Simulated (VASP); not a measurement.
The system is LiCl.

```xyz
2
Lattice="0.0000 2.5560 2.5560 2.5560 0.0000 2.5560 2.5560 2.5560 0.0000" Properties=species:S:1:pos:R:3 pbc="T T T"
Li    0.0000    0.0000    0.0000
Cl    2.5560    2.5560    2.5560
```

Base run:

```yaml
Program: VASP 6.6.1
Functional: PBE
Potentials_or_basis: VASP PAW PBE potentials, release 64 (Li_sv, Cl)
Cutoff: 520 eV
k_mesh: 6 × 6 × 6
Occupations: gaussian, width 0.01 eV
Spin: no spin polarisation
```

Its results: band gap on the k mesh 6.40 eV, direct.

Task: The run is repeated on the same cell with these changes: functional from PBE to r2SCAN; further incar settings from ALGO = Normal; EDIFF = 1e-06; NBANDS = 12 to ALGO = Normal; EDIFF = 1e-07; NBANDS = 12. What comes out?

Result: Band gap on the k mesh 7.36 eV, direct.

A k mesh can miss the band edges.
